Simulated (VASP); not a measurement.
Crystal: Cl.

```
Cl
1.0
     3.55596   -1.97178    0.00000
     3.55596    1.97178    0.00000
     0.00000    0.00000    8.09311
Cl
4
Direct
  0.87449 0.12551 0.11099
  0.62551 0.37449 0.61099
  0.12551 0.87449 0.88901
  0.37449 0.62551 0.38901
```

* Program: VASP 6.6.1
* Task: relaxation of shape and atoms at fixed volume
* Functional: PBEsol
* Potentials or basis: VASP PAW PBE potentials, release 64 (Cl)
* Cutoff: 600 eV
* k mesh: 8 × 8 × 4
* Occupations: gaussian, width 0.02 eV
* Spin: no spin polarisation

At the start: pressure -1.2 GPa; volume 28.37 Å³/atom.

Task: How do energy, volume and symmetry change on relaxing?

Result: Over 3 steps the energy falls by 3.6 meV/atom; space group Cmce (No. 64, to 0.1 Å) before and after.

The path:
| step | energy change (eV) | largest force (eV/Å) | pressure (GPa) | volume (Å³) |
| --- | --- | --- | --- | --- |
| 1 | 0.0000 | 0.4051 | -1.16 | 113.49 |
| 2 | -0.0062 | 0.3450 | 0.61 | 113.49 |
| 3 | -0.0142 | 0.0063 | -0.17 | 113.49 |

Final structure:
```xyz
4
Lattice="3.5745 -1.9736 0.0000 3.5745 1.9736 0.0000 0.0000 0.0000 8.0436" Properties=species:S:1:pos:R:3 pbc="T T T"
Cl    3.5745   -1.4841    0.8831
Cl    3.5745   -0.4896    4.9050
Cl    3.5745    1.4841    7.1605
Cl    3.5745    0.4896    3.1387
```

Where two steps share one volume, the run began anew on that cell with a basis built for it.

Caveat: this functional lacks dispersion, which holds the molecules together, so the pressure and a relaxed volume are unreliable; the PAW data sets were made with another functional, which shifts forces and pressure a little.
